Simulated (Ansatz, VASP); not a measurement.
# C: VASP beside Ansatz

```
C
1.0
     1.68600    0.00000    0.00000
    -0.84300    1.46012    0.00000
     0.00000    0.00000    6.66589
C
2
Direct
  0.33333 0.66667 0.25000
  0.66667 0.33333 0.75000
```

Alike in both runs: task single point; functional PBEsol; k mesh 23 × 23 × 6; occupations fermi-dirac, width 0.1 eV; no spin polarisation.

|  | VASP | Ansatz |
| --- | --- | --- |
| version | VASP 6.6.1 | Ansatz 0.2.0 |
| potentials or method | VASP PAW PBE potentials, release 64 (C), cutoff 520 eV | plane waves (420 eV) with PAW, scalar-relativistic |
| valence electrons in the cell | 8 | 8 |

VASP gave:

```
pressure (GPa)                                                : 6.3
traceless stress, the component that is largest in VASP (GPa) : -7.15
```

Question: What did Ansatz give for the same quantities?

Answer: Pressure (GPa): 6.1; traceless stress, the component that is largest in VASP (GPa): -6.96.

VASP's potentials were made for PBE, not for PBEsol, and Ansatz warns of the same on its side. With one functional, cell and mesh, what is left measures potentials, basis and numerics.
